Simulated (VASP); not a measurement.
Write the native input for VASP 6.6.1 that does the following.

```yaml
Task: single point
Functional: PBEsol
Potentials_or_basis: VASP PAW PBE potentials, release 64 (Co, O)
Cutoff: 600 eV
k_mesh: 9 × 9 × 9
Occupations: gaussian, width 0.05 eV
Spin: collinear spin, antiferromagnetic start
Starting_moments: "[2.78, -2.78, 0.0, 0.0] μB"
Hubbard_terms: Co d U = 4.0 eV
Dipole_correction: no
Further_INCAR_settings: ALGO = Normal; EDIFF = 1e-06; NBANDS = 27
```

The structure of CoO lies in POSCAR:

```
CoO
1.0
   -1.5080004400      1.5080004400      2.1072503600
    3.0160008800     -3.0160008800      4.2145007200
    1.5080004400      1.5080004400     -2.1072503600
Co O
2 2
Direct
    0.0000000000      0.0000000000      0.0000000000
    0.0000000000      0.5000000000      0.0000000000
    0.5000000000      0.2500000000      0.0000000000
    0.5000000000      0.7500000000      0.0000000000
```

The input as run:

INCAR

```
SYSTEM = CoO
ALGO = Normal
EDIFF = 1E-6
ENCUT = 600
GGA = PS
GGA_COMPAT = .FALSE.
ISIF = 2
ISMEAR = 0
ISPIN = 2
LASPH = .TRUE.
LCHARG = .TRUE.
LDAU = .TRUE.
LDAUJ = 0 0
LDAUL = 2 -1
LDAUPRINT = 1
LDAUTYPE = 2
LDAUU = 4 0
LELF = .TRUE.
LMAXMIX = 4
LORBIT = 11
LREAL = .FALSE.
LVHAR = .TRUE.
LWAVE = .FALSE.
MAGMOM = 2.78 -2.78 0 0
NBANDS = 27
NELM = 200
PREC = Accurate
SIGMA = 0.05
```

KPOINTS

```
k-points
0
G
  9 9 9
  0 0 0
```

Potentials or basis: VASP PAW PBE potentials, release 64 (Co, O).

The run is started by

```bash
$ cat potpaw_PBE.64/Co/POTCAR potpaw_PBE.64/O/POTCAR > POTCAR
$ mpirun -np 1 vasp_std > vasp.out
```

Results of the run:

```yaml
Pressure: -5.4 GPa
Band_gap_on_the_k_mesh: 2.39 eV
Net_moment: 0.00 μB per cell
Site_moments: Co +2.67, -2.67; O +0.00 μB
Valence_electrons_inside_the_program's_atomic_spheres: Co 7.84; O 4.98
```

Caveat: the cell stands under tension; the PAW data sets were made with another functional, which shifts forces and pressure a little; an odd mesh through Γ misses points on the zone boundary, where band edges can lie.

Run time: 12 min on 1 thread of Intel(R) Xeon(R) Platinum 8559C (Emerald Rapids) (shared host), peak memory 0.47 GiB.
